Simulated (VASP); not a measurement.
ZnPt, 2 atoms in the cell. It takes space group Cmmm (No. 65, orthorhombic). Conventional cell: a = 3.924 Å, b = 4.177 Å, c = 3.510 Å, α = 90.00°, β = 90.00°, γ = 90.00°. Zn (site symmetry mmm) has 8 Pt at 2.63 to 2.73 Å and 6 Zn at 2.87 to 3.51 Å within 3.6 Å. Within 3.6 Å of Pt (site symmetry mmm) lie 8 Zn at 2.63 to 2.73 Å and 6 Pt at 2.87 to 3.51 Å.  This cell differs from its parent crystal: strain +0.0625 x Voigt [0, 0, 0, 0, 0, 1].

```yaml
Program: VASP 6.6.1
Task: single point
Functional: PBEsol
Potentials_or_basis: VASP PAW PBE potentials, release 64 (Zn, Pt)
Cutoff: 520 eV
k_mesh: 16 × 16 × 14
Occupations: gaussian, width 0.15 eV
Spin: no spin polarisation
Dipole_correction: no
Further_INCAR_settings: ALGO = Fast; EDIFF = 1e-06; NBANDS = 18
```

Potentials or basis: VASP PAW PBE potentials, release 64 (Zn, Pt).

Launch:

```console
$ cat potpaw_PBE.64/Zn/POTCAR potpaw_PBE.64/Pt/POTCAR > POTCAR
$ mpirun -np 1 vasp_std > vasp.out
```

Hardware: 1 thread of Oxide Virtual Turin-like Processor, with other jobs on the host.

**Question.** Estimate the wall time of this run.

**Answer.** Run time: 6.9 min on 1 thread of Oxide Virtual Turin-like Processor, with other jobs on the host, peak memory 0.38 GiB. Counts: scf iterations 13, k points 584.
